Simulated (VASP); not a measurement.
Set up this calculation in VASP 6.6.1, as the native input.

| Property | Result |
| --- | --- |
| Task | single point |
| Functional | PBEsol |
| Potentials or basis | VASP PAW PBE potentials, release 64 (Ir) |
| Cutoff | 520 eV |
| k mesh | 15 × 15 × 4 |
| Occupations | fermi-dirac, width 0.1 eV |
| Spin | no spin polarisation |
| Dipole correction | no |
| Further INCAR settings | ALGO = Normal; EDIFF = 1e-06; NBANDS = 26 |

The structure of Ir lies in POSCAR:

```
Ir
1.0
    2.7465067581      0.0000000000      0.0000000000
   -1.3732533791      2.3785446242      0.0000000000
    0.0000000000      0.0000000000      8.9721700913
Ir
4
Direct
    0.0000000000      0.0000000000      0.0000000000
    0.0000000000      0.0000000000      0.5000000000
    0.3333333333      0.6666666667      0.2500000000
    0.6666666667      0.3333333333      0.7500000000
```

This cell differs from its parent crystal: volume scaled by 1.04.

One way to write it, as run:

INCAR

```
SYSTEM = Ir
PREC = Accurate
ENCUT = 520
EDIFF = 1E-6
ISMEAR = -1
SIGMA = 0.1
LREAL = .FALSE.
LASPH = .TRUE.
NELM = 80
ALGO = Normal
ISIF = 2
LWAVE = .FALSE.
LCHARG = .FALSE.
GGA = PS
NBANDS = 26
```

KPOINTS

```
regular mesh
0
G
  15 15 4
  0 0 0
```

Potentials or basis: VASP PAW PBE potentials, release 64 (Ir).

Command:

```console
$ cat potpaw_PBE.64/Ir/POTCAR > POTCAR
$ mpirun -np 1 vasp_std > vasp.out
```

Results of the run:

The pressure is -13.1 GPa. The band gap on the k mesh is zero (band 18 reaches 10.59 eV, above the bottom of band 19 at 8.20 eV).

Caveat: the PAW data sets were made with another functional, which shifts forces and pressure a little; spin-orbit coupling is left out, which moves the levels of the heavy elements.

It took 110 s on 1 thread of Intel Xeon 6975P-C, with other jobs on the host, peak memory 0.24 GiB.
